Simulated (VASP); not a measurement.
## ZnO: single point with LDA

The system is ZnO.

```xyz
4
Lattice="3.2308 0.0000 0.0000 -1.6154 2.7980 0.0000 0.0000 0.0000 5.0149" Properties=species:S:1:pos:R:3 pbc="T T T"
Zn    0.0000    1.8653    0.0093
Zn    1.6154    0.9327    2.5167
O     0.0000    1.8653    2.0203
O     1.6154    0.9327    4.5277
```

This cell differs from its parent crystal: c/a of the conventional cell at fixed volume 1.5522.

```yaml
Program: VASP 6.6.1
Task: single point
Functional: LDA
Potentials_or_basis: VASP PAW LDA potentials, release 64 (Zn, O)
Cutoff: 520 eV
k_mesh: 12 × 12 × 6
Occupations: gaussian, width 0.05 eV
Spin: no spin polarisation
```

```json
{
 "Pressure": "0.8 GPa",
 "Largest force": "0.319 eV/Å",
 "Band gap on the k mesh": "0.86 eV, direct"
}
```

Forces in eV/Å, atoms in the order of the input:
```
Zn   0.000  0.000  0.319
Zn   0.000  0.000  0.319
O    0.000  0.000 -0.319
O    0.000  0.000 -0.319
```

Stress tensor (GPa, compression positive):
```
 1.26  0.00  0.00
 0.00  1.26  0.00
 0.00  0.00 -0.06
```

Levels at points of the mesh, in eV from the valence-band top:
| k point | band 16 | band 17 | band 18 | band 19 | band 20 | band 21 |
| --- | --- | --- | --- | --- | --- | --- |
| (0.00, 0.00, 0.00) | -0.24 | 0.00 | 0.00 | 0.86 | 5.07 | 8.49 |
| (0.50, 0.00, 0.00) | -2.51 | -1.28 | -1.12 | 5.89 | 6.71 | 7.81 |
| (0.00, 0.00, 0.50) | -0.38 | -0.38 | -0.38 | 3.56 | 3.56 | 10.20 |
| (0.50, 0.00, 0.50) | -1.77 | -1.26 | -1.26 | 5.72 | 5.72 | 8.59 |

Run time: 43 s on 1 thread of AMD EPYC 9R14 (Zen 4) (shared host), peak memory 0.16 GiB.
